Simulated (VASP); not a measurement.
# KI (Immm) in VASP: single point with HSE06

Aim: the single point of KI with HSE06.

Everything below comes from runs of VASP 6.6.1. Logs are shortened: lines on timing, memory, paths and dates and some standing lists are left out, and cuts for length are marked.

### Step 1. The cell of the first run

The structure is orthorhombic, space group Immm (No. 71). The conventional cell has a = 4.962 Å, b = 5.063 Å, c = 7.089 Å, α = 90.00°, β = 90.00°, γ = 90.00°. Within 4.7 Å of K (site symmetry mmm) lie 6 I at 3.54 Å. I (site symmetry mmm) has 6 K at 3.54 Å within 4.7 Å.

### Step 2. Single point, HSE06 (shear xy strain -2.0%)

Contents of POSCAR:

```
KI
1.0
   -0.0354428524      3.5442852436      3.5442852436
    3.5442852436     -0.0354428524      3.5442852436
    3.5088423911      3.5088423911      0.0000000000
K I
1 1
Direct
    0.0000000000      0.0000000000      0.0000000000
    0.5000000000      0.5000000000      0.5000000000
```

Contents of INCAR.step1:

```
SYSTEM = KI
  PREC = Accurate
  ENCUT = 520
  EDIFF = 1E-5
  ISMEAR = 0
  SIGMA = 0.01
  LREAL = .False.
  LASPH = .True.
  NELM = 100
  ALGO = Normal
  ISIF = 2
  LWAVE = .True.
  LCHARG = .False.
  NBANDS = 15
  GGA = PE
```

Contents of INCAR.step2:

```
SYSTEM = KI
  PREC = Accurate
  ENCUT = 520
  EDIFF = 1E-6
  ISMEAR = 0
  SIGMA = 0.01
  LREAL = .False.
  LASPH = .True.
  NELM = 100
  ALGO = Normal
  ISIF = 2
  LWAVE = .False.
  LCHARG = .False.
  GGA = PE
  LHFCALC = .True.
  HFSCREEN = 0.2079
  PRECFOCK = Normal
  NBANDS = 15
  ISTART = 1
```

Contents of KPOINTS:

```
regular mesh
0
Gamma
  4 4 4
  0 0 0
```

Potentials or basis: VASP PAW PBE potentials, release 64 (K_sv, I).

On the command line:

```
$ cat potpaw_PBE.64/K_sv/POTCAR potpaw_PBE.64/I/POTCAR > POTCAR
$ cp INCAR.step1 INCAR
$ mpirun -np 1 vasp_std > vasp.out
$ cp INCAR.step2 INCAR
$ mpirun -np 1 vasp_std > vasp.out
```

OUTCAR:

```text
SYSTEM = KI
   PREC = Accurate
   ENCUT = 520
   EDIFF = 1E-6
   ISMEAR = 0
   LREAL = .False.
   LASPH = .True.
   NELM = 100
   ISIF = 2
   GGA = PE
   LHFCALC = .True.
   HFSCREEN = 0.2079
   PRECFOCK = Normal
   ISTART = 1

 ion  position               nearest neighbor table
   1  0.000  0.000  0.000-   2 3.54   2 3.54   2 3.54   2 3.54   2 3.54   2 3.54
   2  0.500  0.500  0.500-   1 3.54   1 3.54   1 3.54   1 3.54   1 3.54   1 3.54

  LATTYP: Found a body centered orthorhombic cell.
 ALAT       =     4.9622524977
 B/A-ratio  =     1.0202020202
 C/A-ratio  =     1.4284985479

  Lattice vectors:

 A1 = (   0.0354428524,  -3.5442852436,  -3.5442852436)
 A2 = (  -0.0354428525,   3.5442852435,  -3.5442852436)
 A3 = (   3.5442852436,  -0.0354428524,   3.5442852436)

Analysis of symmetry for initial positions (statically):
=====================================================================
 Subroutine PRICEL returns:
 Original cell was already a primitive cell.

 Routine SETGRP: Setting up the symmetry group for a
 body centered orthorhombic supercell.

 Subroutine GETGRP returns: Found  8 space group operations
 (whereof  8 operations were pure point group operations)
 out of a pool of  8 trial point group operations.

The static configuration has the point symmetry D_2h.

Analysis of symmetry for dynamics (positions and initial velocities):
=====================================================================
 Subroutine PRICEL returns:
 Original cell was already a primitive cell.

 Routine SETGRP: Setting up the symmetry group for a
 body centered orthorhombic supercell.

 Subroutine GETGRP returns: Found  8 space group operations
 (whereof  8 operations were pure point group operations)
 out of a pool of  8 trial point group operations.

The dynamic configuration has the point symmetry D_2h.

 Subroutine INISYM returns: Found  8 space group operations
 (whereof  8 operations are pure point group operations),
 and found     1 'primitive' translations

----------------------------------------------------------------------------------------

                                     Primitive cell

  volume of cell :      89.0374

  direct lattice vectors                    reciprocal lattice vectors
    -0.035442852  3.544285244  3.544285244    -0.139675413  0.139675413  0.141072167
     3.544285244 -0.035442852  3.544285244     0.139675413 -0.139675413  0.141072167
     3.508842391  3.508842391  0.000000000     0.142497138  0.142497138 -0.141072167

  length of vectors
[... 97 lines left out ...]
  Fermi-wavevector in a.u.,A,eV,Ry     =   0.923827  1.745780 11.611978  0.853456
  Thomas-Fermi vector in A             =   2.049506
   LORBIT       =      0    0 simple, 1 ext, 2 COOP (PROOUT), +10 PAW based schemes
   GGA     = PE    functional components
   LHFCALC =     T    Hartree Fock is set to
   PRECFOCK=normal    Normal, Fast or Accurate (Low or Medium for compatibility)
   ENCUT4O =  -1.0   cutoff for four orbital integrals eV
   NKREDX  =     1    reduce k-point grid by
   NKREDY  =     1    reduce k-point grid by
   NKREDZ  =     1    reduce k-point grid by
   AEXX    =    0.2500 exact exchange contribution
   HFSCREEN=    0.2079 screening length (either q_TF or 0.3 A-1)
   HFSCREENC=   0.2079 screening length for correlation (either q_TF or 0.3 A-1)
   ENCUTFOCK=  -1.0 apply spherical cutoff to Coloumb kernel
   IVDW    =     0    specifies the selected vdW correction
   LEPSILON=     F    determine dielectric tensor
   LRPA    =     F    only Hartree local field effects (RPA)
 non-spin polarized calculation
 Gauss-broadening in eV      SIGMA  =   0.01
  energy-cutoff  :      520.00
  volume of cell :       89.04
 maximum number of plane-waves:      2411
 NGX is ok and might be reduce to    40
  NGX = 28; NGY = 28; NGZ = 28

 number of electron      15.9999999 magnetization

 Free energy of the ion-electron system (eV)
  ---------------------------------------------------
  ext. energy  EPLUGINS =         0.00000000
  ---------------------------------------------------
  free energy    TOTEN  =        -6.40185029 eV

  energy without entropy =       -6.40185029  energy(sigma->0) =       -6.40185029

 E-fermi :  -1.0618     XC(G=0):  -6.0130

 val. band max:       -1.1658921269   @ k =   0.0000   0.0000   0.0000
 cond. band min:       3.7354916918   @ k =   0.0000   0.0000   0.0000
 fundamental gap:      4.9013838187
 Fermi energy:        -1.0618252377

 k-point     1 :       0.0000    0.0000    0.0000
  band No.  band energies     occupation
      1     -32.0394      2.00000
      2     -14.1723      2.00000
      3     -14.1712      2.00000
      4     -14.1701      2.00000
      5     -12.5692      2.00000
      6      -1.2192      2.00000
      7      -1.1938      2.00000
      8      -1.1659      2.00000
      9       3.7355      0.00000
     10       6.3738      0.00000
     11       6.4539      0.00000
     12       6.5326      0.00000
     13       7.2824      0.00000
     14       7.2850      0.00000
[... 293 lines left out ...]
      2     -14.2228      2.00000
      3     -14.2063      2.00000
      4     -14.1995      2.00000
      5     -12.3445      2.00000
      6      -1.9710      2.00000
      7      -1.9420      2.00000
      8      -1.8074      2.00000
      9       6.3278      0.00000
     10       6.3521      0.00000
     11       6.5380      0.00000
     12       8.2008      0.00000
     13       8.9241      0.00000
     14      10.0079      0.00000
     15      10.3747      0.00000

------------------------ aborting loop because EDIFF is reached ----------------------------------------

  FORCE on cell =-STRESS in cart. coord.  units (eV):
  Direction    XX          YY          ZZ          XY          YZ          ZX
  --------------------------------------------------------------------------------------
  -------------------------------------------------------------------------------------
  Total        0.1590664      0.1590664      0.1578760      0.0426897      0.0000000      0.0000000
  in kB        2.8623088      2.8623088      2.8408889      0.7681763      0.0000000      0.0000000
  external PRESSURE =       2.8551689 kB  Pullay stress =       0.0000000 kB

 VOLUME and BASIS-vectors are now :
 -----------------------------------------------------------------------------
  energy-cutoff  :      520.00
  volume of cell :       89.04
      direct lattice vectors                 reciprocal lattice vectors
    -0.035442852  3.544285244  3.544285244    -0.139675413  0.139675413  0.141072167
     3.544285244 -0.035442852  3.544285244     0.139675413 -0.139675413  0.141072167
     3.508842391  3.508842391  0.000000000     0.142497138  0.142497138 -0.141072167

 POSITION                                       TOTAL-FORCE (eV/Angst)
 -----------------------------------------------------------------------------------
      0.00000      0.00000      0.00000        -0.000000      0.000000      0.000000
      3.50884      3.50884      3.54429         0.000000     -0.000000     -0.000000
 -----------------------------------------------------------------------------------
    total drift:                                0.000000     -0.000000     -0.000000

  FREE ENERGIE OF THE ION-ELECTRON SYSTEM (eV)
  ---------------------------------------------------
  free  energy   TOTEN  =        -6.4018502855 eV

  energy  without entropy=       -6.4018502855  energy(sigma->0) =       -6.40185029
```

OSZICAR.step1:

```text
N       E                     dE             d eps       ncg     rms          rms(c)
DAV:   1     0.880607946970E+02    0.88061E+02   -0.63791E+03   540   0.898E+02
DAV:   2    -0.101845957907E+00   -0.88163E+02   -0.82570E+02   694   0.212E+02
DAV:   3    -0.539123010492E+01   -0.52894E+01   -0.52705E+01   752   0.447E+01
DAV:   4    -0.563826328950E+01   -0.24703E+00   -0.24699E+00   826   0.867E+00
DAV:   5    -0.564088016512E+01   -0.26169E-02   -0.26168E-02   773   0.898E-01    0.300E+00
DAV:   6    -0.555643588708E+01    0.84444E-01   -0.96093E-02   694   0.177E+00    0.214E+00
DAV:   7    -0.555218847281E+01    0.42474E-02   -0.11404E-01   715   0.168E+00    0.783E-01
DAV:   8    -0.555750013278E+01   -0.53117E-02   -0.11994E-02   610   0.703E-01    0.126E-01
DAV:   9    -0.555797088360E+01   -0.47075E-03   -0.85815E-04   729   0.172E-01    0.782E-02
DAV:  10    -0.555809264301E+01   -0.12176E-03   -0.11790E-04   692   0.578E-02    0.213E-02
DAV:  11    -0.555814218484E+01   -0.49542E-04   -0.61903E-05   610   0.457E-02    0.177E-02
DAV:  12    -0.555814201721E+01    0.16763E-06   -0.22798E-06   578   0.121E-02
   1 F= -.55581420E+01 E0= -.55581420E+01  d E =-.129934E-83
```

Run time: 27 min. Hardware: 1 thread of AMD EPYC 7R43 (Zen 3), shared host; peak memory 0.32 GiB.

What came out:

* Free energy: -6.4019 eV
* Pressure: 0.3 GPa
* Band gap on the k mesh: 4.90 eV

Stress tensor (GPa, compression positive):
```
0.29 0.08 0.00
0.08 0.29 0.00
0.00 0.00 0.28
```

Caveat: the cell differs from its parent crystal (shear xy strain -2.0%); the PAW data sets were made with another functional, which shifts forces and pressure a little; spin-orbit coupling is left out, which moves the levels of the heavy elements.
